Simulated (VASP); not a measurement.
# TeH2NF5 (P2_1) in VASP: single point with PBE

Aim: the single point of TeH2NF5 with PBE.

Program: VASP 6.6.1. These are calculated values, not measurements. Logs are shortened: lines on timing, memory, paths and dates and some standing lists are left out, and cuts for length are marked.

## Step 1: The cell of the first run

Symmetry: P2_1, No. 4, monoclinic system. The conventional cell has a = 5.163 Å, b = 9.083 Å, c = 5.262 Å, α = 90.00°, β = 112.22°, γ = 90.00°. Te (site symmetry 1) has 5 F at 1.88 to 1.90 Å and 1 N at 1.97 Å and 2 H at 2.47 to 2.48 Å within 2.5 Å. Within 1.4 Å of H (site symmetry 1) lie 1 N at 1.03 Å. H (site symmetry 1) has 1 N at 1.03 Å within 1.4 Å. N (site symmetry 1) has 2 H at 1.03 Å within 1.4 Å. Within 2.8 Å of F (site symmetry 1) lie 1 Te at 1.89 Å and 2 H at 2.48 to 2.70 Å and 3 F at 2.55 to 2.64 Å and 1 N at 2.79 Å. Within 2.5 Å of F (site symmetry 1) lie 1 Te at 1.89 Å and 1 H at 2.19 Å. Within 2.8 Å of F (site symmetry 1) lie 1 Te at 1.88 Å and 4 F at 2.55 to 2.63 Å and 1 H at 2.72 Å. Within 2.5 Å of F (site symmetry 1) lie 1 Te at 1.90 Å and 1 H at 2.15 Å.

## Step 2: Single point, PBE

Contents of INCAR:

```
SYSTEM = TeH2NF5
PREC = Accurate
ENCUT = 520
EDIFF = 1E-6
ISMEAR = -1
SIGMA = 0.02
LREAL = Auto
LASPH = .TRUE.
NELM = 80
ALGO = Normal
ISIF = 2
LWAVE = .FALSE.
LCHARG = .TRUE.
GGA = PE
LELF = .TRUE.
LVHAR = .TRUE.
NBANDS = 63
```

Contents of KPOINTS:

```
regular mesh
0
G
  4 3 4
  0 0 0
```

Contents of POSCAR:

```
TeH2NF5
1.0
    5.1630000000      0.0000000000      0.0000000000
    0.0000000000      9.0830000000      0.0000000000
   -1.9901537784      0.0000000000      4.8711325108
Te H N F
2 4 2 10
Direct
    0.4766651983      0.8489872975      0.7336257494
    0.5233348017      0.3489872975      0.2663742506
    0.0361594058      0.7100178185      0.5008931114
    0.9638405942      0.2100178185      0.4991068886
    0.2065789307      0.7287859207      0.2906549988
    0.7934210693      0.2287859207      0.7093450012
    0.2290780782      0.7010066789      0.4874440072
    0.7709219218      0.2010066789      0.5125559928
    0.7158346483      0.7042252362      0.9595022543
    0.2841653517      0.2042252362      0.0404977457
    0.7034979057      0.8530984758      0.5237376282
    0.2965020943      0.3530984758      0.4762623718
    0.7232804785      0.9843941437      0.9743201799
    0.2767195215      0.4843941437      0.0256798201
    0.2721878915      0.8470366054      0.9663120361
    0.7278121085      0.3470366054      0.0336879639
    0.2755922326      0.0170478233      0.5472025371
    0.7244077674      0.5170478233      0.4527974629
```

Potentials or basis: VASP PAW PBE potentials, release 64 (Te, H, N, F).

Run with:

```console
> cat potpaw_PBE.64/Te/POTCAR potpaw_PBE.64/H/POTCAR potpaw_PBE.64/N/POTCAR potpaw_PBE.64/F/POTCAR > POTCAR
> mpirun -np 1 vasp_std > vasp.out
```

OUTCAR:

```text
SYSTEM = TeH2NF5
   PREC = Accurate
   ENCUT = 520
   EDIFF = 1E-6
   ISMEAR = -1
   LREAL = Auto
   LASPH = .TRUE.
   NELM = 80
   ISIF = 2
   GGA = PE

 ion  position               nearest neighbor table
   1  0.477  0.849  0.734-  13 1.88   9 1.89  11 1.89  15 1.90  17 1.90   7 1.97
   2  0.523  0.349  0.266-  14 1.88  10 1.89  12 1.89  16 1.90  18 1.90   8 1.97
   3  0.036  0.710  0.501-   7 1.03
   4  0.964  0.210  0.499-   8 1.03
   5  0.207  0.729  0.291-   7 1.03
   6  0.793  0.229  0.709-   8 1.03
   7  0.229  0.701  0.487-   3 1.03   5 1.03   1 1.97
   8  0.771  0.201  0.513-   4 1.03   6 1.03   2 1.97
   9  0.716  0.704  0.960-   1 1.89
  10  0.284  0.204  0.040-   2 1.89
  11  0.703  0.853  0.524-   1 1.89
  12  0.297  0.353  0.476-   2 1.89
  13  0.723  0.984  0.974-   1 1.88
  14  0.277  0.484  0.026-   2 1.88
  15  0.272  0.847  0.966-   1 1.90
  16  0.728  0.347  0.034-   2 1.90
  17  0.276  0.017  0.547-   1 1.90
  18  0.724  0.517  0.453-   2 1.90

  LATTYP: Found a simple monoclinic cell.
 ALAT       =     5.1630000000
 B/A-ratio  =     1.7592484989
 C/A-ratio  =     1.0191748983
 COS(beta)  =    -0.3782124246

  Lattice vectors:

 A1 = (   5.1630000000,   0.0000000000,   0.0000000000)
 A2 = (   0.0000000000,   9.0830000000,   0.0000000000)
 A3 = (  -1.9901537784,   0.0000000000,   4.8711325108)

Analysis of symmetry for initial positions (statically):
=====================================================================
 Subroutine PRICEL returns:
 Original cell was already a primitive cell.

 Routine SETGRP: Setting up the symmetry group for a
 simple monoclinic supercell.

 Subroutine GETGRP returns: Found  2 space group operations
 (whereof  1 operations were pure point group operations)
 out of a pool of  4 trial point group operations.

The static configuration has the point symmetry C_1 .
 The point group associated with its full space group is C_2 .

Analysis of symmetry for dynamics (positions and initial velocities):
=====================================================================
 Subroutine PRICEL returns:
 Original cell was already a primitive cell.

 Routine SETGRP: Setting up the symmetry group for a
 simple monoclinic supercell.

 Subroutine GETGRP returns: Found  2 space group operations
 (whereof  1 operations were pure point group operations)
[... 132 lines left out ...]
   EDIFFG = 0.1E-04   stopping-criterion for IOM
   NSW    =      0    number of steps for IOM
   IBRION =     -1    ionic relax: 0-MD 1-quasi-New 2-CG
   NFREE  =      0    steps in history (QN), initial steepest desc. (CG)
   ISIF   =      2    stress and relaxation
   ISYM   =      2    0-nonsym 1-usesym 2-fastsym
   POTIM  = 0.5000    time-step for ionic-motion
   TEBEG  =    0.0;   TEEND  =   0.0 temperature during run
   PSTRESS=    0.0 pullay stress
   NELECT =      96.0000    total number of electrons
   NUPDOWN=      -1.0000    fix difference up-down
   EMIN   =  10.00;   EMAX   =-10.00  energy-range for DOS
   EFERMI =   0.00;   METHOD = LEGACY
   ISMEAR =    -1;   SIGMA  =   0.02  broadening in eV -4-tet -1-fermi 0-gaus
   EFERMI_NEDOS =   21; number of points for ismear=-14 and -15
   IALGO  =     38    algorithm
   IMIX   =      4    mixing-type and parameters
     AMIX     =   0.40;   BMIX     =  1.00
     AMIX_MAG =   1.60;   BMIX_MAG =  1.00
  volume/ion in A,a.u.               =      12.69        85.64
  Fermi-wavevector in a.u.,A,eV,Ry     =   1.226247  2.317272 20.458846  1.503683
  Thomas-Fermi vector in A             =   2.361255
   LORBIT       =      0    0 simple, 1 ext, 2 COOP (PROOUT), +10 PAW based schemes
   GGA     = PE    functional components
   LHFCALC =     F    Hartree Fock is set to
   AEXX    =    0.0000 exact exchange contribution
   IVDW    =     0    specifies the selected vdW correction
   LEPSILON=     F    determine dielectric tensor
   LRPA    =     F    only Hartree local field effects (RPA)
 non-spin polarized calculation
  energy-cutoff  :      520.00
  volume of cell :      228.43
 maximum number of plane-waves:      6166
 NGX is ok and might be reduce to    40
   NGX = 19   NGY = 33   NGZ = 19

 number of electron      95.9999971 magnetization

 Free energy of the ion-electron system (eV)
  ---------------------------------------------------
  ext. energy  EPLUGINS =         0.00000000
  ---------------------------------------------------
  free energy    TOTEN  =       -79.37396393 eV

  energy without entropy =      -79.37396393  energy(sigma->0) =      -79.37396393

 E-fermi :  -0.4170     XC(G=0):  -8.5116

 val. band max:       -0.8633023477   @ k =   0.5000   0.0000   0.5000
 cond. band min:       1.7266692403   @ k =   0.0000   0.0000   0.0000
 fundamental gap:      2.5899715880
 Fermi energy:        -0.4170212275

 k-point     1 :       0.0000    0.0000    0.0000
  band No.  band energies     occupation
      1     -24.4039      2.00000
      2     -24.3443      2.00000
      3     -23.2962      2.00000
      4     -23.2956      2.00000
      5     -23.1986      2.00000
      6     -23.1296      2.00000
[... 1249 lines left out ...]
     59       9.6803      0.00000
     60       9.7437      0.00000
 [bands above 60 left out]

------------------------ aborting loop because EDIFF is reached ----------------------------------------

  FORCE on cell =-STRESS in cart. coord.  units (eV):
  Direction    XX          YY          ZZ          XY          YZ          ZX
  --------------------------------------------------------------------------------------
  -------------------------------------------------------------------------------------
  Total        2.1873661      1.7626984      1.9728143      0.0000000      0.0000000     -0.0001807
  in kB       15.3416011     12.3630954     13.8367915      0.0000000      0.0000000     -0.0012675
  external PRESSURE =      13.8471627 kB  Pullay stress =       0.0000000 kB

 VOLUME and BASIS-vectors are now :
 -----------------------------------------------------------------------------
  energy-cutoff  :      520.00
  volume of cell :      228.43
      direct lattice vectors                 reciprocal lattice vectors
     5.163000000  0.000000000  0.000000000     0.193685842  0.000000000  0.079132442
     0.000000000  9.083000000  0.000000000     0.000000000  0.110095783  0.000000000
    -1.990153778  0.000000000  4.871132511     0.000000000  0.000000000  0.205291069

 POSITION                                       TOTAL-FORCE (eV/Angst)
 -----------------------------------------------------------------------------------
      1.00099      7.71135      3.57359        -0.042577     -0.038540     -0.054943
      2.17185      3.16985      1.29754         0.042577     -0.038540      0.054943
     -0.81016      6.44909      2.43992        -0.009438     -0.012011      0.018546
      3.98301      1.90759      2.43122         0.009438     -0.012011     -0.018546
      0.48812      6.61956      1.41582         0.022524     -0.004161     -0.007081
      2.68473      2.07806      3.45531        -0.022524     -0.004161      0.007081
[... 10 lines left out ...]
      0.33387      0.15485      2.66550        -0.010467      0.040784     -0.015778
      2.83898      4.69635      2.20564         0.010467      0.040784      0.015778
 -----------------------------------------------------------------------------------
    total drift:                               -0.000001     -0.008657      0.000001

  FREE ENERGIE OF THE ION-ELECTRON SYSTEM (eV)
  ---------------------------------------------------
  free  energy   TOTEN  =       -79.3739639288 eV

  energy  without entropy=      -79.3739639288  energy(sigma->0) =      -79.37396393
```

It took 4.8 min on 1 thread of Intel Xeon 6975P-C (Granite Rapids), shared host; peak memory 0.43 GiB.

What came out:

* Free energy: -79.3740 eV
* Pressure: 1.4 GPa
* Largest force: 0.079 eV/Å
* Band gap on the k mesh: 2.59 eV (least direct gap 2.73 eV)

Forces on the atoms (eV/Å):
```
Te  -0.043 -0.039 -0.055
Te   0.043 -0.039  0.055
H   -0.009 -0.012  0.019
H    0.009 -0.012 -0.019
H    0.023 -0.004 -0.007
H   -0.023 -0.004  0.007
N   -0.018  0.010 -0.021
N    0.018  0.010  0.021
F    0.021 -0.024  0.027
F   -0.021 -0.024 -0.027
F    0.034 -0.003 -0.013
F   -0.034 -0.003  0.013
F    0.026  0.033  0.033
F   -0.026  0.033 -0.033
F   -0.022 -0.002  0.026
F    0.022 -0.002 -0.026
F   -0.010  0.041 -0.016
F    0.010  0.041  0.016
```

Caveat: spin-orbit coupling is left out, which moves the levels of the heavy elements; an odd mesh through Γ misses points on the zone boundary, where band edges can lie.
